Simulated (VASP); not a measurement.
Here is a VASP 6.6.1 calculation.

File INCAR:

```
ALGO = Normal
EDIFF = 1E-6
ENCUT = 520
GGA = PS
ISIF = 2
ISMEAR = -1
LASPH = True
LCHARG = True
LELF = True
LREAL = False
LVHAR = True
LWAVE = False
NBANDS = 13
NELM = 60
PREC = Accurate
SIGMA = 0.05
```

File KPOINTS:

```
k-points
0
Gamma
  9 9 9
```

POSCAR

```
Pb
1.0
   -1.8049552217      1.8049552217      1.8049552217
    1.8049552217     -1.8049552217      1.8049552217
    1.8049552217      1.8049552217     -1.8049552217
Pb
1
Direct
    0.0000000000      0.0000000000      0.0000000000
```

Potentials or basis: VASP PAW PBE potentials, release 64 (Pb_d).

Command:

```bash
$ cat potpaw_PBE.64/Pb_d/POTCAR > POTCAR
$ mpirun -np 1 vasp_std > vasp.out
```

Task: What does it give for the band gap on the k mesh?

Result: Zero (band 7 reaches 20.56 eV, above the bottom of band 8 at 7.53 eV).

Task: What does it give for the pressure?

Result: 19.9 GPa.

Caveat: the PAW data sets were made with another functional, which shifts forces and pressure a little; spin-orbit coupling is left out, which moves the levels of the heavy elements.
